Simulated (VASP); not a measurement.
Wanted: the native input for a VASP 6.6.1 run.

| Property | Result |
| --- | --- |
| Task | single point |
| Functional | r2SCAN |
| Potentials or basis | VASP PAW PBE potentials, release 64 (Co) |
| Cutoff | 520 eV |
| k mesh | 13 × 13 × 13 |
| Occupations | fermi-dirac, width 0.1 eV |
| Spin | no spin polarisation |
| Dipole correction | no |
| Further INCAR settings | ALGO = Normal; EDIFF = 1e-06; NBANDS = 16 |

Co:

```xyz
2
Lattice="0.0000 2.3939 2.3939 2.3939 0.0000 2.3939 2.3939 2.3939 0.0000" Properties=species:S:1:pos:R:3 pbc="T T T"
Co    0.5985    0.5985    0.5985
Co    4.1894    4.1894    4.1894
```

This isn't the form of Co at room conditions, which is hcp.

The input as run:

POSCAR

```
Co
1.0
    0.0000000000      2.3939351692      2.3939351692
    2.3939351692      0.0000000000      2.3939351692
    2.3939351692      2.3939351692      0.0000000000
Co
2
Direct
    0.1250000000      0.1250000000      0.1250000000
    0.8750000000      0.8750000000      0.8750000000
```

INCAR.step1

```
SYSTEM = Co
  PREC = Accurate
  ENCUT = 520
  ISMEAR = -1
  SIGMA = 0.1
  LREAL = .FALSE.
  LASPH = .TRUE.
  NELM = 80
  NBANDS = 16
  GGA = PE
  ALGO = Normal
  EDIFF = 1E-4
  LWAVE = .TRUE.
  LCHARG = .FALSE.
```

INCAR.step2

```
SYSTEM = Co
  PREC = Accurate
  ENCUT = 520
  EDIFF = 1E-6
  ISMEAR = -1
  SIGMA = 0.1
  LREAL = .FALSE.
  LASPH = .TRUE.
  NELM = 80
  ALGO = Normal
  ISIF = 2
  LWAVE = .FALSE.
  LCHARG = .FALSE.
  METAGGA = R2SCAN
  LMIXTAU = .TRUE.
  NBANDS = 16
  ISTART = 1
```

KPOINTS

```
regular mesh
0
G
  13 13 13
  0 0 0
```

Potentials or basis: VASP PAW PBE potentials, release 64 (Co).

Command:

```sh
$ cat potpaw_PBE.64/Co/POTCAR > POTCAR
$ cp INCAR.step1 INCAR
$ mpirun -np 1 vasp_std > vasp.out
$ cp INCAR.step2 INCAR
$ mpirun -np 1 vasp_std > vasp.out
```

Results of the run:

| Item | Value |
| --- | --- |
| Pressure | 6.0 GPa |
| Band gap on the k mesh | zero (bands 9 and 10 overlap by 0.94 eV) |

Caveat: the cell stands under pressure; the PAW data sets were made with another functional, which shifts forces and pressure a little; the run has no spin polarisation, though such a crystal can be magnetic.

It took 89 s on 1 thread of AMD EPYC 9R45 96-Core Processor (Zen 5) (shared host), peak memory 0.15 GiB.
